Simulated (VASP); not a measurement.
# Ge (Fd-3m) in VASP: notebook, part 2 of 2

VASP 6.6.1.

## Step 3: Relaxation of cell and atoms, PBEsol

This run uses another cell than the first one, of 22.64 Å³/atom, 0.990 times its volume.

The input, INCAR:

```
PREC     = Accurate       # precision mode
ENCUT    = 600            # plane-wave cutoff, eV
EDIFF    = 1E-6           # SCF threshold, eV
ISMEAR   = -1             # smearing method
SIGMA    = 0.08           # smearing width, eV
LREAL    = False          # projectors in reciprocal space
LASPH    = True           # aspherical terms in the spheres
NELM     = 100            # most SCF steps
ALGO     = Normal         # electronic algorithm
ISIF     = 3              # what is computed and relaxed
LWAVE    = False          # write WAVECAR
LCHARG   = False          # write CHGCAR
GGA      = PS             # functional
IBRION   = 2              # ionic algorithm
NSW      = 100            # ionic steps
EDIFFG   = -0.002         # ionic threshold
```

The input, KPOINTS:

```
regular mesh
0
Gamma
  14 14 14
```

The input, POSCAR:

```
Ge
1.0
    0.0000000000      2.8289100000      2.8289100000
    2.8289100000      0.0000000000      2.8289100000
    2.8289100000      2.8289100000      0.0000000000
Ge
2
Direct
    0.5000000000      0.5000000000      0.5000000000
    0.7500000000      0.7500000000      0.7500000000
```

Potentials or basis: VASP PAW PBE potentials, release 64 (Ge_d).

Run with:

```bash
> cat potpaw_PBE.64/Ge_d/POTCAR > POTCAR
> mpirun -np 1 vasp_std > vasp.out
```

OUTCAR:

```text
PREC = Accurate
   ENCUT = 600
   EDIFF = 1E-6
   ISMEAR = -1
   LREAL = False
   LASPH = True
   NELM = 100
   ISIF = 3
   GGA = PS
   IBRION = 2
   NSW = 100
   EDIFFG = -0.002

 ion  position               nearest neighbor table
   1  0.500  0.500  0.500-   2 2.45   2 2.45   2 2.45   2 2.45
   2  0.750  0.750  0.750-   1 2.45   1 2.45   1 2.45   1 2.45

  LATTYP: Found a face centered cubic cell.
 ALAT       =     5.6578200000

  Lattice vectors:

 A1 = (   0.0000000000,   2.8289100000,   2.8289100000)
 A2 = (   2.8289100000,   0.0000000000,   2.8289100000)
 A3 = (   2.8289100000,   2.8289100000,   0.0000000000)

Analysis of symmetry for initial positions (statically):
=====================================================================
 Subroutine PRICEL returns:
 Original cell was already a primitive cell.

 Routine SETGRP: Setting up the symmetry group for a
 face centered cubic supercell.

 Subroutine GETGRP returns: Found 48 space group operations
 (whereof 24 operations were pure point group operations)
 out of a pool of 48 trial point group operations.

The static configuration has the point symmetry T_d .
 The point group associated with its full space group is O_h .

[... 264 lines left out ...]

  energy  without entropy=       -9.8737967647  energy(sigma->0) =       -9.87450625

[... ionic steps 4 to 15 ...]

--------------------------------------- Ionic step       16  -------------------------------------------

 number of electron      28.0000020 magnetization

------------------------ aborting loop because EDIFF is reached ----------------------------------------
[... 67 lines left out ...]
--------------------------------------- Ionic step       18  -------------------------------------------

 number of electron      28.0000020 magnetization

 Free energy of the ion-electron system (eV)
  ---------------------------------------------------
  ext. energy  EPLUGINS =         0.00000000
  ---------------------------------------------------
  free energy    TOTEN  =        -9.87521664 eV

  energy without entropy =       -9.87379824  energy(sigma->0) =       -9.87450744

 E-fermi :   4.8067     XC(G=0): -10.0825

 val. band max:        4.7649741554   @ k =   0.0000   0.0000   0.0000
 cond. band min:       4.8580363387   @ k =   0.5000   0.0000   0.0000
 fundamental gap:      0.0930621833
 Fermi energy:         4.8067480516

 k-point     1 :       0.0000    0.0000    0.0000
  band No.  band energies     occupation
      1     -19.9844      2.00000
      2     -19.9844      2.00000
      3     -19.9844      2.00000
      4     -19.9485      2.00000
      5     -19.9485      2.00000
      6     -19.7417      2.00000
[... 481 lines left out ...]
      5     -19.8976      2.00000
      6     -19.8048      2.00000
[... 10 lines left out ...]
     17       9.6218      0.00000
     18       9.6311      0.00000

 [... further k-points ...]

------------------------ aborting loop because EDIFF is reached ----------------------------------------

  FORCE on cell =-STRESS in cart. coord.  units (eV):
  Direction    XX          YY          ZZ          XY          YZ          ZX
  --------------------------------------------------------------------------------------
  -------------------------------------------------------------------------------------
  Total       -0.0015859     -0.0015859     -0.0015859     -0.0000000      0.0000000      0.0000000
  in kB       -0.0555685     -0.0555685     -0.0555685     -0.0000000      0.0000000      0.0000000
  external PRESSURE =      -0.0555685 kB  Pullay stress =       0.0000000 kB
[... 17 lines left out ...]
  FREE ENERGIE OF THE ION-ELECTRON SYSTEM (eV)
  ---------------------------------------------------
  free  energy   TOTEN  =        -9.8752166444 eV

  energy  without entropy=       -9.8737982380  energy(sigma->0) =       -9.87450744

 reached required accuracy - stopping structural energy minimisation
```

OSZICAR:

```text
N       E                     dE             d eps       ncg     rms          rms(c)
DAV:   1     0.173476492778E+03    0.17348E+03   -0.16629E+04  3842   0.462E+03
DAV:   2     0.125089500742E+02   -0.16097E+03   -0.15822E+03  3752   0.571E+02
DAV:   3    -0.930962778787E+01   -0.21819E+02   -0.21606E+02  4116   0.155E+02
[... 112 lines left out ...]
DAV:   1    -0.987532627936E+01   -0.12085E-03   -0.15622E-03  4954   0.836E-01    0.617E-02
DAV:   2    -0.987524320657E+01    0.83073E-04   -0.11721E-04  4860   0.233E-01    0.306E-02
DAV:   3    -0.987521778961E+01    0.25417E-04   -0.43956E-05  4884   0.125E-01    0.722E-03
DAV:   4    -0.987521674209E+01    0.10475E-05   -0.50685E-06  3846   0.484E-02    0.144E-03
DAV:   5    -0.987521664441E+01    0.97680E-07   -0.34963E-07  1908   0.124E-02
  18 F= -.98752166E+01 E0= -.98745074E+01  d E =0.217357E-05
```

CONTCAR:

```text
Ge
   1.00000000000000
    -0.0000000000000000    2.8382160533875185    2.8382160533875185
     2.8382160533875185    0.0000000000000000    2.8382160533875185
     2.8382160533875185    2.8382160533875185   -0.0000000000000000
  Ge
     2
Direct
     0.5000000000000000    0.5000000000000000    0.5000000000000000
     0.7500000000000000    0.7500000000000000    0.7500000000000000

  0.00000000E+00  0.00000000E+00  0.00000000E+00
  0.00000000E+00  0.00000000E+00  0.00000000E+00
```

Wall time 4.2 min (1 thread of Intel Xeon 6975P-C (Granite Rapids), shared host); peak memory 0.23 GiB.

Results:

| Quantity | Value |
| --- | --- |
| Free energy | -9.8752 eV |
| Relaxed volume | 22.86 Å³/atom |
| Relaxed cell | a = 4.014 Å, b = 4.014 Å, c = 4.014 Å, α = 60.00°, β = 60.00°, γ = 60.00° |
| Space group after relaxing (to 0.05 Å) | Fd-3m (No. 227) |
| Energy gained by relaxing | 0.4 meV/atom |
| Ionic steps | 18 |
| Pressure after relaxing | 0.0 GPa |
| Band gap on the k mesh | zero (filled and empty bands touch) |

The path:
| step | energy change (eV) | largest force (eV/Å) | pressure (GPa) | volume (Å³) |
| --- | --- | --- | --- | --- |
| 1 | 0.0000 | 0.0000 | 0.60 | 45.28 |
| 2 | -0.0007 | 0.0000 | -0.08 | 45.83 |
| 3 | -0.0008 | 0.0000 | 0.11 | 45.73 |
| 4 | -0.0008 | 0.0000 | -0.23 | 45.79 |
| 5 | -0.0008 | 0.0000 | -0.02 | 45.75 |
| 6 | -0.0008 | 0.0000 | -0.12 | 45.74 |
| 7 | -0.0008 | 0.0000 | 0.28 | 45.63 |
| 8 | -0.0008 | 0.0000 | -0.06 | 45.68 |
| 9 | -0.0008 | 0.0000 | -0.02 | 45.67 |
| 10 | -0.0008 | 0.0000 | 0.15 | 45.67 |
| 11 | -0.0008 | 0.0000 | 0.11 | 45.67 |
| 12 | -0.0008 | 0.0000 | -0.25 | 45.76 |
| 13 | -0.0008 | 0.0000 | 0.05 | 45.71 |
| 14 | -0.0008 | 0.0000 | -0.05 | 45.72 |
| 15 | -0.0008 | 0.0000 | 0.12 | 45.72 |
| 16 | -0.0008 | 0.0000 | 0.07 | 45.72 |
| 17 | -0.0008 | 0.0000 | -0.14 | 45.75 |
| 18 | -0.0008 | 0.0000 | -0.01 | 45.73 |

Final structure:
```xyz
2
Lattice="0.0000 2.8382 2.8382 2.8382 0.0000 2.8382 2.8382 2.8382 0.0000" Properties=species:S:1:pos:R:3 pbc="T T T"
Ge    2.8382    2.8382    2.8382
Ge    4.2573    4.2573    4.2573
```

Levels at points of the mesh, in eV from the Fermi level:
```csv
k point,band 10,band 11,band 12,band 13,band 14,band 15,band 16,band 17,band 18
"(0.00, 0.00, 0.00)",-24.54,-12.76,-0.14,-0.04,-0.04,-0.04,2.49,2.49,2.49
"(0.50, 0.00, 0.00)",-24.51,-10.69,-7.62,-1.44,-1.44,0.05,3.67,3.67,6.92
"(0.50, 0.50, 0.00)",-24.50,-8.91,-8.91,-3.10,-3.10,0.64,0.64,9.37,9.37
```

Caveat: the PAW data sets were made with another functional, which shifts forces and pressure a little. Zero-point motion and thermal expansion aren't in these numbers.
